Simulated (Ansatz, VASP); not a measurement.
# Two plane-wave programs on Ag

```
Ag
1.0
     0.00000    2.04275    2.04275
     2.04275    0.00000    2.04275
     2.04275    2.04275    0.00000
Ag
1
Direct
  0.00000 0.00000 0.00000
```

Alike in both runs: task single point; functional PBE-based screened hybrid; k mesh 6 × 6 × 6; occupations fermi-dirac, width 0.05 eV; no spin polarisation.

```csv
,VASP,Ansatz
version,VASP 6.6.1,Ansatz 0.2.0
potentials or method,"VASP PAW PBE potentials, release 64 (Ag)",Ansatz PAW
plane-wave cutoff (eV),520,420
valence electrons in the cell,11,19
```

```csv
,VASP,Ansatz,Ansatz less VASP
gap on the k mesh at the Fermi level (eV),none,none,-
pressure (GPa),5.0,4.9,-0.07
```

VASP's potentials were made for PBE, not for PBE-based screened hybrid. A gap of «none» marks a metal or a gap that the smearing closes. VASP's potentials hold 11 valence electrons a cell and Ansatz's 19, so a difference there can come from the potentials and not from the codes.

The k mesh is coarse, so the values compare programs but aren't converged.
